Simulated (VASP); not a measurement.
A run of VASP 6.6.1 is set up as follows.

The input INCAR:

```
PREC     = Accurate       # precision mode
ENCUT    = 520            # plane-wave cutoff, eV
EDIFF    = 1E-6           # SCF threshold, eV
ISMEAR   = 0              # smearing method
SIGMA    = 0.1            # smearing width, eV
LREAL    = False          # projectors in reciprocal space
LASPH    = True           # aspherical terms in the spheres
NELM     = 80             # most SCF steps
ALGO     = Normal         # electronic algorithm
ISIF     = 2              # what is computed and relaxed
LWAVE    = False          # write WAVECAR
LCHARG   = False          # write CHGCAR
GGA      = PE             # functional
NBANDS   = 25             # bands
```

File KPOINTS:

```
Automatic mesh
0
Gamma
  8 8 8
```

The input POSCAR:

```
Ta2B2O
1.0
   -1.4174264010      1.4174264010      6.6955098458
    1.4174264010     -1.4174264010      6.6955098458
    1.4174264010      1.4174264010     -6.6955098458
Ta B O
2 2 1
Direct
    0.3872001187      0.3872001187      0.0000000000
    0.6127998813      0.6127998813      0.0000000000
    0.7500000000      0.2500000000      0.5000000000
    0.2500000000      0.7500000000      0.5000000000
    0.0000000000      0.0000000000      0.0000000000
```

Potentials or basis: VASP PAW PBE potentials, release 64 (Ta_pv, B, O).

Run with:

```console
$ cat potpaw_PBE.64/Ta_pv/POTCAR potpaw_PBE.64/B/POTCAR potpaw_PBE.64/O/POTCAR > POTCAR
$ mpirun -np 1 vasp_std > vasp.out
```

Task: Estimate the largest force.

Result: 0.009 eV/Å.

Task: What does it give for the band gap on the k mesh?

Result: Zero (bands 17 and 18 overlap by 1.64 eV).

Task: Estimate the pressure.

Result: 0.2 GPa.

Forces in eV/Å, atoms in the order of the input:
```
Ta   0.000  0.000  0.009
Ta   0.000  0.000 -0.009
B    0.000  0.000  0.000
B    0.000  0.000  0.000
O    0.000  0.000  0.000
```

Caveat: spin-orbit coupling is left out, which moves the levels of the heavy elements.
